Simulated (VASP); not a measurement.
The system is ZnNi3N.

```
CELL_PARAMETERS angstrom
3.76506 0.00000 0.00000
0.00000 3.76506 0.00000
0.00000 0.00000 3.76506
ATOMIC_POSITIONS crystal
Zn 0.00000 0.00000 0.00000
Ni 0.00000 0.50000 0.50000
Ni 0.50000 0.50000 0.00000
Ni 0.50000 0.00000 0.50000
N 0.50000 0.50000 0.50000
```

- Program: VASP 6.6.1
- Task: relaxation of cell and atoms
- Functional: PBEsol
- Potentials or basis: VASP PAW PBE potentials, release 64 (Zn, Ni, N)
- Cutoff: 600 eV
- k mesh: 10 × 10 × 10
- Occupations: gaussian, width 0.1 eV
- Spin: no spin polarisation

At the start: pressure -8.4 GPa; volume 10.67 Å³/atom.

**Question.** Where does the relaxation end?

**Answer.** Over 3 steps the energy falls by 12.4 meV/atom and the volume is 10.22 Å³/atom (-4.2 %); space group Pm-3m (No. 221, to 0.1 Å) before and after.

The path:
```tsv
step	energy change (eV)	largest force (eV/Å)	pressure (GPa)	volume (Å³)
1	0.0000	0.0000	-8.36	53.37
2	-0.0063	0.0000	9.82	49.18
3	-0.0622	0.0000	-0.06	51.12
```

Final structure:
```
CELL_PARAMETERS angstrom
3.71145 0.00000 0.00000
0.00000 3.71145 0.00000
0.00000 0.00000 3.71145
ATOMIC_POSITIONS crystal
Zn 0.00000 0.00000 0.00000
Ni 0.00000 0.50000 0.50000
Ni 0.50000 0.50000 0.00000
Ni 0.50000 0.00000 0.50000
N 0.50000 0.50000 0.50000
```

Caveat: the PAW data sets were made with another functional, which shifts forces and pressure a little; the run has no spin polarisation, though such a crystal can be magnetic.
